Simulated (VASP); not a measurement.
The system is ZnSnP2.

```xyz
8
Lattice="-2.8127 2.8127 5.6392 2.8127 -2.8127 5.6392 2.8127 2.8127 -5.6392" Properties=species:S:1:pos:R:3 pbc="T T T"
Zn    0.0000    2.8127    2.8196
Zn    5.6254    0.0000    0.0000
Sn    2.8127    0.0000    2.8196
Sn    0.0000    0.0000    5.6392
P     1.2715    1.4064    1.4098
P    -1.4064    1.5412    4.2294
P     4.2191    1.2715   -1.4098
P     1.5412    1.4064    7.0490
```

Program: VASP 6.6.1. Alike in all runs: task band structure; potentials or basis VASP PAW PBE potentials, release 64 (Zn, Sn_d, P); no spin polarisation; cell as given; k mesh 8 × 8 × 8; cutoff (eV) 520; smearing gaussian 0.03 eV.

**Question.** Order these runs on this cell by their band gap on the k mesh, lowest first.
A. level r2SCAN
B. level TB-mBJ
C. level PBEsol

**Answer.** C (0.81 eV), A (1.30 eV), B (1.68 eV).

Caveats: spin-orbit coupling is left out, which moves the levels of the heavy elements.

